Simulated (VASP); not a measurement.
# MoSe (Fm-3m) in VASP: further runs, part 2 of 2

VASP 6.6.1. Earlier steps stand in the parts before.

### 4 Single point, PBE (volume scaled by 0.94)

INCAR reads:

```
ALGO = Normal ; EDIFF = 1E-6
ENCUT = 520 ; GGA = PE
ISIF = 2 ; ISMEAR = -1
LASPH = True ; LCHARG = True
LELF = True ; LREAL = False
LVHAR = True ; LWAVE = False
NBANDS = 17 ; NELM = 60
PREC = Accurate ; SIGMA = 0.05
```

KPOINTS reads:

```
k-points
0
Gamma
  8 8 8
```

POSCAR reads:

```
MoSe
1.0
    0.0000000000      2.8338245822      2.8338245822
    2.8338245822      0.0000000000      2.8338245822
    2.8338245822      2.8338245822      0.0000000000
Mo Se
1 1
Direct
    0.0000000000      0.0000000000      0.0000000000
    0.5000000000      0.5000000000      0.5000000000
```

Potentials or basis: VASP PAW PBE potentials, release 64 (Mo_sv, Se).

Launch:

```sh
$ cat potpaw_PBE.64/Mo_sv/POTCAR potpaw_PBE.64/Se/POTCAR > POTCAR
$ mpirun -np 1 vasp_std > vasp.out
```

OUTCAR:

```text
EDIFF = 1E-6
   ENCUT = 520
   GGA = PE
   ISIF = 2
   ISMEAR = -1
   LASPH = True
   LREAL = False
   NELM = 60
   PREC = Accurate

 ion  position               nearest neighbor table
   1  0.000  0.000  0.000-   2 2.83   2 2.83   2 2.83   2 2.83   2 2.83   2 2.83
   2  0.500  0.500  0.500-   1 2.83   1 2.83   1 2.83   1 2.83   1 2.83   1 2.83

  LATTYP: Found a face centered cubic cell.
 ALAT       =     5.6676491644

  Lattice vectors:

 A1 = (   0.0000000000,   2.8338245822,   2.8338245822)
 A2 = (   2.8338245822,   0.0000000000,   2.8338245822)
 A3 = (   2.8338245822,   2.8338245822,   0.0000000000)

Analysis of symmetry for initial positions (statically):
=====================================================================
 Subroutine PRICEL returns:
 Original cell was already a primitive cell.

 Routine SETGRP: Setting up the symmetry group for a
 face centered cubic supercell.

 Subroutine GETGRP returns: Found 48 space group operations
 (whereof 48 operations were pure point group operations)
 out of a pool of 48 trial point group operations.

The static configuration has the point symmetry O_h .

Analysis of symmetry for dynamics (positions and initial velocities):
=====================================================================
 Subroutine PRICEL returns:
 Original cell was already a primitive cell.

 Routine SETGRP: Setting up the symmetry group for a
 face centered cubic supercell.

 Subroutine GETGRP returns: Found 48 space group operations
 (whereof 48 operations were pure point group operations)
 out of a pool of 48 trial point group operations.

The dynamic configuration has the point symmetry O_h .

 Subroutine INISYM returns: Found 48 space group operations
 (whereof 48 operations are pure point group operations),
 and found     1 'primitive' translations

----------------------------------------------------------------------------------------

                                     Primitive cell

  volume of cell :      45.5144

  direct lattice vectors                    reciprocal lattice vectors
     0.000000000  2.833824582  2.833824582    -0.176439997  0.176439997  0.176439997
     2.833824582  0.000000000  2.833824582     0.176439997 -0.176439997  0.176439997
     2.833824582  2.833824582  0.000000000     0.176439997  0.176439997 -0.176439997

  length of vectors
     4.007633158  4.007633158  4.007633158     0.305603039  0.305603039  0.305603039

  position of ions in fractional coordinates (direct lattice)
     0.000000000  0.000000000  0.000000000
     0.500000000  0.500000000  0.500000000

  ion indices of the primitive-cell ions
   primitive index   ion index
                 1           1
                 2           2

----------------------------------------------------------------------------------------

 KPOINTS: k-points

Automatic generation of k-mesh.
 Grid dimensions read from file:
 generate k-points for:    8    8    8

 Generating k-lattice:

  Cartesian coordinates                     Fractional coordinates (reciprocal lattice)
    -0.022055000  0.022055000  0.022055000     0.125000000  0.000000000  0.000000000
     0.022055000 -0.022055000  0.022055000     0.000000000  0.125000000  0.000000000
     0.022055000  0.022055000 -0.022055000     0.000000000  0.000000000  0.125000000

  Length of vectors
     0.038200380  0.038200380  0.038200380

  Shift w.r.t. Gamma in fractional coordinates (k-lattice)
     0.000000000  0.000000000  0.000000000

 Subroutine IBZKPT returns following result:
 ===========================================

 Found     29 irreducible k-points:

 Following reciprocal coordinates:
            Coordinates               Weight
  0.000000  0.000000  0.000000      1.000000
  0.125000  0.000000  0.000000      8.000000
  0.250000  0.000000  0.000000      8.000000
  0.375000  0.000000  0.000000      8.000000
  0.500000  0.000000  0.000000      4.000000
  0.125000  0.125000  0.000000      6.000000
[... 16 lines left out ...]
  0.500000  0.250000  0.125000     48.000000
 -0.375000  0.250000  0.125000     24.000000
 [... further k-points ...]
   k-points           NKPTS =     29   k-points in BZ     NKDIM =     29   number of bands    NBANDS=     17
   number of dos      NEDOS =    301   number of ions     NIONS =      2
   total plane-waves  NPLWV =  27000
   dimension x,y,z NGX =    30 NGY =   30 NGZ =   30
   dimension x,y,z NGXF=    60 NGYF=   60 NGZF=   60
   ions per type =               1   1
   NGX,Y,Z   is equivalent  to a cutoff of  12.44, 12.44, 12.44 a.u.
   NGXF,Y,Z  is equivalent  to a cutoff of  24.89, 24.89, 24.89 a.u.
 SYSTEM =  unknown system
   PREC   = accura    normal or accurate (medium, high low for compatibility)
   ISTART =      0    job   : 0-new  1-cont  2-samecut
   ICHARG =      2    charge: 1-file 2-atom 10-const
   ISPIN  =      1    spin polarized calculation?
   LNONCOLLINEAR =      F non collinear calculations
   LSORBIT =      F    spin-orbit coupling
   LASPH  =      T    aspherical Exc in radial PAW
   ENCUT  =  520.0 eV  38.22 Ry    6.18 a.u.   7.45  7.45  7.45*2*pi/ulx,y,z
   NELM   =     60;   NELMIN=  2; NELMDL= -5     # of ELM steps
   EDIFF  = 0.1E-05   stopping-criterion for ELM
   LREAL  =      F    real-space projection
[... 7 lines left out ...]
   TEBEG  =    0.0;   TEEND  =   0.0 temperature during run
   PSTRESS=    0.0 pullay stress
   NELECT =      20.0000    total number of electrons
   NUPDOWN=      -1.0000    fix difference up-down
   EMIN   =  10.00;   EMAX   =-10.00  energy-range for DOS
   EFERMI =   0.00;   METHOD = LEGACY
   ISMEAR =    -1;   SIGMA  =   0.05  broadening in eV -4-tet -1-fermi 0-gaus
   EFERMI_NEDOS =   21; number of points for ismear=-14 and -15
   IALGO  =     38    algorithm
   IMIX   =      4    mixing-type and parameters
     AMIX     =   0.40;   BMIX     =  1.00
     AMIX_MAG =   1.60;   BMIX_MAG =  1.00
  volume/ion in A,a.u.               =      22.76       153.57
  Fermi-wavevector in a.u.,A,eV,Ry     =   1.244615  2.351982 21.076346  1.549068
  Thomas-Fermi vector in A             =   2.378874
   LORBIT       =      0    0 simple, 1 ext, 2 COOP (PROOUT), +10 PAW based schemes
   GGA     = PE    functional components
   LHFCALC =     F    Hartree Fock is set to
   AEXX    =    0.0000 exact exchange contribution
   IVDW    =     0    specifies the selected vdW correction
   LEPSILON=     F    determine dielectric tensor
   LRPA    =     F    only Hartree local field effects (RPA)
 non-spin polarized calculation
  energy-cutoff  :      520.00
  volume of cell :       45.51
 maximum number of plane-waves:      1243
 NGX is ok and might be reduce to    30
   NGX = 15   NGY = 15   NGZ = 15

 number of electron      19.9999998 magnetization

 Free energy of the ion-electron system (eV)
  ---------------------------------------------------
  ext. energy  EPLUGINS =         0.00000000
  ---------------------------------------------------
  free energy    TOTEN  =       -12.56419923 eV

  energy without entropy =      -12.52147820  energy(sigma->0) =      -12.54283871

 E-fermi :   6.5437     XC(G=0): -10.5513

 val. band max:        6.5192514279   @ k =   0.5000   0.0000   0.0000
 cond. band min:       6.5606713186   @ k =  -0.3750   0.3750   0.1250
 fundamental gap:      0.0414198908
 Fermi energy:         6.5437499549

 k-point     1 :       0.0000    0.0000    0.0000
  band No.  band energies     occupation
      1     -54.7611      2.00000
      2     -28.8231      2.00000
      3     -28.8231      2.00000
      4     -28.8231      2.00000
      5      -7.9082      2.00000
      6       4.5146      2.00000
[... 9 lines left out ...]
     16      16.9770      0.00000
     17      16.9770      0.00000

 k-point     2 :       0.1250    0.0000    0.0000
  band No.  band energies     occupation
      1     -54.7608      2.00000
      2     -28.8285      2.00000
      3     -28.8237      2.00000
      4     -28.8237      2.00000
      5      -7.7957      2.00000
      6       3.3673      2.00000
[... 9 lines left out ...]
     16      16.3661      0.00000
     17      16.3662      0.00000
[... 421 lines left out ...]
 k-point    24 :      -0.3750    0.2500    0.1250
  band No.  band energies     occupation
      1     -54.7589      2.00000
      2     -28.8542      2.00000
      3     -28.8363      2.00000
      4     -28.8303      2.00000
      5      -7.0224      2.00000
      6       0.8281      2.00000
[... 9 lines left out ...]
     16      14.1408      0.00000
     17      14.4268      0.00000

 [... further k-points ...]
[... 5 lines left out ...]
  --------------------------------------------------------------------------------------
  -------------------------------------------------------------------------------------
  Total       -5.3459169     -5.3459169     -5.3459169     -0.0000000      0.0000000      0.0000000
  in kB     -188.1845237   -188.1845237   -188.1845237     -0.0000000      0.0000000      0.0000000
  external PRESSURE =    -188.1845237 kB  Pullay stress =       0.0000000 kB

 VOLUME and BASIS-vectors are now :
 -----------------------------------------------------------------------------
  energy-cutoff  :      520.00
  volume of cell :       45.51
      direct lattice vectors                 reciprocal lattice vectors
     0.000000000  2.833824582  2.833824582    -0.176439997  0.176439997  0.176439997
     2.833824582  0.000000000  2.833824582     0.176439997 -0.176439997  0.176439997
     2.833824582  2.833824582  0.000000000     0.176439997  0.176439997 -0.176439997

 POSITION                                       TOTAL-FORCE (eV/Angst)
 -----------------------------------------------------------------------------------
      0.00000      0.00000      0.00000         0.000000     -0.000000     -0.000000
      2.83382      2.83382      2.83382        -0.000000      0.000000      0.000000
 -----------------------------------------------------------------------------------
    total drift:                               -0.000000      0.000000      0.000000

  FREE ENERGIE OF THE ION-ELECTRON SYSTEM (eV)
  ---------------------------------------------------
  free  energy   TOTEN  =       -12.5641992287 eV

  energy  without entropy=      -12.5214781968  energy(sigma->0) =      -12.54283871
```

OSZICAR:

```text
N       E                     dE             d eps       ncg     rms          rms(c)
DAV:   1     0.131209164158E+03    0.13121E+03   -0.10183E+04   994   0.109E+03
DAV:   2    -0.949174300371E+01   -0.14070E+03   -0.13773E+03  1260   0.294E+02
DAV:   3    -0.131532608637E+02   -0.36615E+01   -0.35989E+01  1158   0.426E+01
DAV:   4    -0.131764233395E+02   -0.23162E-01   -0.22997E-01  1158   0.365E+00
DAV:   5    -0.131765316486E+02   -0.10831E-03   -0.10831E-03  1140   0.267E-01    0.711E+00
DAV:   6    -0.126127588962E+02    0.56377E+00   -0.33298E+00   997   0.112E+01    0.312E+00
DAV:   7    -0.125664458318E+02    0.46313E-01   -0.21403E-01   997   0.340E+00    0.179E+00
DAV:   8    -0.125640814499E+02    0.23644E-02   -0.28024E-02  1054   0.102E+00    0.328E-01
DAV:   9    -0.125641495750E+02   -0.68125E-04   -0.70001E-04  1030   0.237E-01    0.149E-01
DAV:  10    -0.125641987593E+02   -0.49184E-04   -0.32301E-04  1029   0.139E-01    0.281E-02
DAV:  11    -0.125642027973E+02   -0.40381E-05   -0.53193E-05  1052   0.554E-02    0.137E-02
DAV:  12    -0.125641993433E+02    0.34541E-05   -0.12220E-05  1041   0.234E-02    0.207E-03
DAV:  13    -0.125641992287E+02    0.11460E-06   -0.26285E-07   525   0.314E-03
   1 F= -.12564199E+02 E0= -.12542839E+02  d E =-.427210E-01
```

stdout:

```text
POSCAR found type information on POSCAR MoSe
 POSCAR found :  2 types and       2 ions
 scaLAPACK will be used
 LDA part: xc-table for (Slater+PW92), standard interpolation
 POSCAR, INCAR and KPOINTS ok, starting setup
 FFT: planning ... GRIDC
 FFT: planning ... GRID_SOFT
 FFT: planning ... GRID
 WAVECAR not read
 entering main loop
```

Wall time 14 s (1 thread of Intel Xeon Platinum 8488C (Sapphire Rapids), shared host); peak memory 0.17 GiB.

What came out:

| Item | Value |
| --- | --- |
| Free energy | -12.5642 eV |
| Pressure | -18.8 GPa |
| Band gap on the k mesh | zero (band 10 reaches 6.69 eV, above the bottom of band 11 at 5.33 eV) |

Levels at points of the mesh, in eV from the Fermi level:
```tsv
k point	band 8	band 9	band 10	band 11	band 12	band 13
(0.00, 0.00, 0.00)	-2.03	-1.21	-1.21	-1.21	-1.00	-1.00
(0.50, 0.00, 0.00)	-4.31	-0.02	-0.02	0.34	2.60	3.19
(0.50, 0.50, 0.00)	-3.20	-2.28	-0.45	0.36	0.36	0.73
```
